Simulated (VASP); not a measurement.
Write the native input for VASP 6.6.1 that does the following.

```yaml
Task: single point
Functional: PBEsol
Potentials_or_basis: VASP PAW PBE potentials, release 64 (Sn_d, O)
Cutoff: 520 eV
k_mesh: 6 × 4 × 4
Occupations: fermi-dirac, width 0.02 eV
Spin: no spin polarisation
Dipole_correction: no
Further_INCAR_settings: ALGO = Normal; EDIFF = 1e-06; NBANDS = 64
```

The structure of SnO2 lies in POSCAR:

```
SnO2
1.0
    4.7427910692      0.0000000000      0.0000000000
    0.0000000000      5.7513713171      0.0000000000
    0.0000000000      0.0000000000      5.2484946166
Sn O
4 8
Direct
    0.5000000000      0.6664045669      0.7500000000
    0.0000000000      0.8335954331      0.2500000000
    0.5000000000      0.3335954331      0.2500000000
    0.0000000000      0.1664045669      0.7500000000
    0.7308877661      0.6055726890      0.0777251932
    0.2308877661      0.8944273110      0.9222748068
    0.7691122339      0.8944273110      0.5777251932
    0.2691122339      0.6055726890      0.4222748068
    0.7308877661      0.3944273110      0.5777251932
    0.2308877661      0.1055726890      0.4222748068
    0.7691122339      0.1055726890      0.0777251932
    0.2691122339      0.3944273110      0.9222748068
```

These files were run (other wordings do the same):

INCAR

```
  PREC = Accurate
  ENCUT = 520
  EDIFF = 1E-6
  ISMEAR = -1
  SIGMA = 0.02
  LREAL = False
  LASPH = True
  NELM = 100
  ALGO = Normal
  ISIF = 2
  LWAVE = False
  LCHARG = True
  GGA = PS
  LELF = True
  LVHAR = True
  NBANDS = 64
```

KPOINTS

```
regular mesh
0
Gamma
  6 4 4
```

Potentials or basis: VASP PAW PBE potentials, release 64 (Sn_d, O).

The run is started by

```sh
$ cat potpaw_PBE.64/Sn_d/POTCAR potpaw_PBE.64/O/POTCAR > POTCAR
$ mpirun -np 1 vasp_std > vasp.out
```

It gave:

```yaml
Pressure: 0.6 GPa
Largest_force: 0.020 eV/Å
Band_gap_on_the_k_mesh: 1.25 eV, indirect (the least direct gap lies 0.9 meV higher)
```

Caveat: the PAW data sets were made with another functional, which shifts forces and pressure a little; spin-orbit coupling is left out, which moves the levels of the heavy elements.

It took 5.9 min on 1 thread of Intel(R) Xeon(R) Platinum 8375C CPU @ 2.90GHz (Ice Lake), with other jobs on the host, peak memory 0.39 GiB.
